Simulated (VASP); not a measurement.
# F (Pm-3m) in VASP: density of states with LDA

Aim: the density of states of F with LDA.

All numbers are computed with VASP 6.6.1; they aren't measurements. Logs are shortened: lines on timing, memory, paths and dates and some standing lists are left out, and cuts for length are marked.

## (1) The cell of the first run

The structure is cubic, space group Pm-3m (No. 221). Conventional cell: a = 1.536 Å, b = 1.536 Å, c = 1.536 Å, α = 90.00°, β = 90.00°, γ = 90.00°. F (site symmetry m-3m) has 6 F at 1.54 Å within 2.0 Å.

## (2) Density of states, LDA (volume scaled by 0.4)

File POSCAR:

```
F
1.0
    1.5356918296      0.0000000000      0.0000000000
    0.0000000000      1.5356918296      0.0000000000
    0.0000000000      0.0000000000      1.5356918296
F
1
Direct
    0.0000000000      0.0000000000      0.0000000000
```

File INCAR.step1:

```
SYSTEM = F
ALGO     = Normal         ! electronic algorithm
EDIFF    = 1E-6           ! SCF threshold, eV
ENCUT    = 520            ! plane-wave cutoff, eV
GGA      = CA             ! functional
ISIF     = 2              ! what is computed and relaxed
ISMEAR   = -1             ! smearing method
LASPH    = .TRUE.         ! aspherical terms in the spheres
LCHARG   = .TRUE.         ! write CHGCAR
LREAL    = .FALSE.        ! projectors in reciprocal space
LWAVE    = .FALSE.        ! write WAVECAR
NBANDS   = 10             ! bands
NELM     = 80             ! most SCF steps
PREC     = Accurate       ! precision mode
SIGMA    = 0.08           ! smearing width, eV
```

File KPOINTS.step1:

```
k-points
0
G
  17 17 17
  0 0 0
```

File INCAR.step2:

```
SYSTEM = F
ALGO     = Normal         ! electronic algorithm
EDIFF    = 1E-6           ! SCF threshold, eV
ENCUT    = 520            ! plane-wave cutoff, eV
GGA      = CA             ! functional
ICHARG   = 11             ! starting density
ISIF     = 2              ! what is computed and relaxed
ISMEAR   = -5             ! smearing method
LASPH    = .TRUE.         ! aspherical terms in the spheres
LCHARG   = .FALSE.        ! write CHGCAR
LORBIT   = 10             ! projections on sites
LREAL    = .FALSE.        ! projectors in reciprocal space
LWAVE    = .FALSE.        ! write WAVECAR
NBANDS   = 10             ! bands
NEDOS    = 2001           ! points of the DOS
NELM     = 80             ! most SCF steps
PREC     = Accurate       ! precision mode
SIGMA    = 0.08           ! smearing width, eV
```

File KPOINTS.step2:

```
k-points
0
G
  26 26 26
  0 0 0
```

Potentials or basis: VASP PAW LDA potentials, release 64 (F).

Started as:

```bash
> cat potpaw_LDA.64/F/POTCAR > POTCAR
> cp INCAR.step1 INCAR
> cp KPOINTS.step1 KPOINTS
> mpirun -np 1 vasp_std > vasp.out
> cp INCAR.step2 INCAR
> cp KPOINTS.step2 KPOINTS
> mpirun -np 1 vasp_std > vasp.out
```

OUTCAR:

```text
SYSTEM = F
   EDIFF = 1E-6
   ENCUT = 520
   GGA = CA
   ICHARG = 11
   ISIF = 2
   ISMEAR = -5
   LASPH = .TRUE.
   LORBIT = 10
   LREAL = .FALSE.
   NELM = 80
   PREC = Accurate

 ion  position               nearest neighbor table
   1  0.000  0.000  0.000-

  LATTYP: Found a simple cubic cell.
 ALAT       =     1.5356918296

  Lattice vectors:

 A1 = (   1.5356918296,   0.0000000000,   0.0000000000)
 A2 = (   0.0000000000,   1.5356918296,   0.0000000000)
 A3 = (   0.0000000000,   0.0000000000,   1.5356918296)

Analysis of symmetry for initial positions (statically):
=====================================================================
 Subroutine PRICEL returns:
 Original cell was already a primitive cell.

 Routine SETGRP: Setting up the symmetry group for a
 simple cubic supercell.

 Subroutine GETGRP returns: Found 48 space group operations
 (whereof 48 operations were pure point group operations)
 out of a pool of 48 trial point group operations.

The static configuration has the point symmetry O_h .

Analysis of symmetry for dynamics (positions and initial velocities):
=====================================================================
 Subroutine PRICEL returns:
 Original cell was already a primitive cell.

 Routine SETGRP: Setting up the symmetry group for a
 simple cubic supercell.

 Subroutine GETGRP returns: Found 48 space group operations
 (whereof 48 operations were pure point group operations)
 out of a pool of 48 trial point group operations.

The dynamic configuration has the point symmetry O_h .

 Subroutine INISYM returns: Found 48 space group operations
 (whereof 48 operations are pure point group operations),
 and found     1 'primitive' translations

----------------------------------------------------------------------------------------

                                     Primitive cell

  volume of cell :       3.6217

  direct lattice vectors                    reciprocal lattice vectors
     1.535691830  0.000000000  0.000000000     0.651172313  0.000000000  0.000000000
     0.000000000  1.535691830  0.000000000     0.000000000  0.651172313  0.000000000
     0.000000000  0.000000000  1.535691830     0.000000000  0.000000000  0.651172313

  length of vectors
     1.535691830  1.535691830  1.535691830     0.651172313  0.651172313  0.651172313
[... 86 lines left out ...]
   NFREE  =      0    steps in history (QN), initial steepest desc. (CG)
   ISIF   =      2    stress and relaxation
   ISYM   =      2    0-nonsym 1-usesym 2-fastsym
   POTIM  = 0.5000    time-step for ionic-motion
   TEBEG  =    0.0;   TEEND  =   0.0 temperature during run
   PSTRESS=    0.0 pullay stress
   NELECT =       7.0000    total number of electrons
   NUPDOWN=      -1.0000    fix difference up-down
   EMIN   =  10.00;   EMAX   =-10.00  energy-range for DOS
   EFERMI =   0.00;   METHOD = LEGACY
   ISMEAR =    -5;   SIGMA  =   0.08  broadening in eV -4-tet -1-fermi 0-gaus
   EFERMI_NEDOS =   21; number of points for ismear=-14 and -15
   IALGO  =     38    algorithm
   IMIX   =      4    mixing-type and parameters
     AMIX     =   0.40;   BMIX     =  1.00
     AMIX_MAG =   1.60;   BMIX_MAG =  1.00
  volume/ion in A,a.u.               =       3.62        24.44
  Fermi-wavevector in a.u.,A,eV,Ry     =   2.039248  3.853620 56.580284  4.158534
  Thomas-Fermi vector in A             =   3.045012
   LORBIT       =     10    0 simple, 1 ext, 2 COOP (PROOUT), +10 PAW based schemes
   GGA     = CA    functional components
   LHFCALC =     F    Hartree Fock is set to
   AEXX    =    0.0000 exact exchange contribution
   IVDW    =     0    specifies the selected vdW correction
   LEPSILON=     F    determine dielectric tensor
   LRPA    =     F    only Hartree local field effects (RPA)
 non-spin polarized calculation
 Fermi weights with tetrahedron method with Bloechl corrections
  energy-cutoff  :      520.00
  volume of cell :        3.62
 maximum number of plane-waves:       104
 NGX is ok and might be reduce to    12

 number of electron       7.0000013 magnetization

 Free energy of the ion-electron system (eV)
  ---------------------------------------------------
  ext. energy  EPLUGINS =         0.00000000
  ---------------------------------------------------
  free energy    TOTEN  =         4.75725501 eV

  energy without entropy =        4.75725501  energy(sigma->0) =        4.75725501

 E-fermi :  15.6106     XC(G=0): -17.3744

 val. band max:       15.6671208750   @ k =   0.3846   0.0769   0.0769
 cond. band min:      15.5756783699   @ k =   0.4615   0.1154   0.1154
 fundamental gap:     -0.0914425051
 Fermi energy:        15.6106254076

 k-point     1 :       0.0000    0.0000    0.0000
  band No.  band energies     occupation
      1     -23.6047      2.00000
      2      14.6767      2.00000
      3      14.6767      2.00000
      4      14.6767      2.00000
      5      40.1723      0.00000
      6      50.4345      0.00000
      7      50.4345      0.00000
      8      82.5722      0.00000
      9      82.5722      0.00000
     10      82.5722      0.00000
[... 287 lines left out ...]
 k-point    24 :       0.3846    0.0385    0.0000
  band No.  band energies     occupation
      1     -17.0864      2.00000
      2      -2.1722      2.00000
      3      16.4433     -0.04663
      4      16.7216      0.00000
      5      43.7927      0.00000
      6      56.1830      0.00000
      7      58.5293      0.00000
      8      69.3186      0.00000
      9      70.2069      0.00000
     10      79.0907      0.00000

 [... further k-points ...]

------------------------ aborting loop because EDIFF is reached ----------------------------------------

  FORCE on cell =-STRESS in cart. coord.  units (eV):
  Direction    XX          YY          ZZ          XY          YZ          ZX
  --------------------------------------------------------------------------------------
  -------------------------------------------------------------------------------------
  Total       19.5130954     19.5130954     19.5130954     -0.0000000     -0.0000000     -0.0000000
  in kB     8632.2603370   8632.2603370   8632.2603370     -0.0000000     -0.0000000     -0.0000000
  external PRESSURE =    8632.2603370 kB  Pullay stress =       0.0000000 kB

 VOLUME and BASIS-vectors are now :
 -----------------------------------------------------------------------------
  energy-cutoff  :      520.00
  volume of cell :        3.62
      direct lattice vectors                 reciprocal lattice vectors
     1.535691830  0.000000000  0.000000000     0.651172313  0.000000000  0.000000000
     0.000000000  1.535691830  0.000000000     0.000000000  0.651172313  0.000000000
     0.000000000  0.000000000  1.535691830     0.000000000  0.000000000  0.651172313

 POSITION                                       TOTAL-FORCE (eV/Angst)
 -----------------------------------------------------------------------------------
      0.00000      0.00000      0.00000         0.000000      0.000000      0.000000
 -----------------------------------------------------------------------------------
    total drift:                               -0.000000     -0.000000      0.000000

  FREE ENERGIE OF THE ION-ELECTRON SYSTEM (eV)
  ---------------------------------------------------
  free  energy   TOTEN  =         4.7572550074 eV

  energy  without entropy=        4.7572550074  energy(sigma->0) =        4.75725501

 total charge

# of ion       s       p       d       tot
------------------------------------------
    1        1.890   4.358   0.000   6.248
```

Wall time 8.1 s (1 thread of Intel Xeon 6975P-C (Granite Rapids), shared host); peak memory 0.13 GiB.

Results:

```yaml
Valence_electrons_inside_the_program's_atomic_spheres: F 6.25
```

Caveat: an odd number of electrons without spin polarisation forces a metal; a magnetic or distorted state may lie lower; tetrahedron occupations give inexact forces and stress in metals.
